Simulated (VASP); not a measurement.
**SnO: single point with PBE**

SnO:

```xyz
8
Lattice="2.5000 -2.8600 0.0000 2.5000 2.8600 0.0000 0.0000 0.0000 11.1200" Properties=species:S:1:pos:R:3 pbc="T T T"
Sn    0.0000   -0.0020   -0.1579
Sn    0.0000    0.0020    5.4021
Sn    2.5000    0.0035    3.0156
Sn    2.5000   -0.0035    8.5756
O     3.7494   -1.4280    4.2090
O     1.2506    1.4280    9.7690
O     1.2506   -1.4280    4.2090
O     3.7494    1.4280    9.7690
```

```
Program             : VASP 6.6.1
Task                : single point
Functional          : PBE
Potentials or basis : VASP PAW PBE potentials, release 64 (Sn_d, O)
Cutoff              : 520 eV
k mesh              : 5 × 5 × 2
Occupations         : fermi-dirac, width 0.02 eV
Spin                : no spin polarisation
```

| Quantity | Value |
| --- | --- |
| Pressure | 2.3 GPa |
| Largest force | 0.093 eV/Å |
| Band gap on the k mesh | 1.10 eV |

Forces in eV/Å, atoms in the order of the input:
```
Sn   0.000  0.001  0.093
Sn   0.000 -0.001  0.093
Sn   0.000 -0.005 -0.091
Sn   0.000  0.005 -0.091
O    0.008  0.002 -0.001
O   -0.008 -0.002 -0.001
O   -0.008  0.002 -0.001
O    0.008 -0.002 -0.001
```

Stress tensor (GPa, compression positive):
```
13.18  0.00  0.00
 0.00 -5.99  0.00
 0.00  0.00 -0.35
```

Levels at points of the mesh, in eV from the valence-band top:
```tsv
k point	band 36	band 37	band 38	band 39	band 40	band 41	band 42	band 43	band 44	band 45
(0.00, 0.00, 0.00)	-3.08	-2.14	-1.70	-1.69	0.00	1.64	2.18	3.55	3.60	3.79
(0.00, 0.00, 0.50)	-3.09	-1.69	-1.69	-0.97	-0.97	1.95	1.95	3.78	3.78	3.95
```

Wall time 120 s on 1 thread of Intel(R) Xeon(R) Platinum 8375C CPU @ 2.90GHz (Ice Lake), with other jobs on the host, peak memory 0.29 GiB.

Caveat: spin-orbit coupling is left out, which moves the levels of the heavy elements. A k mesh can miss the band edges.
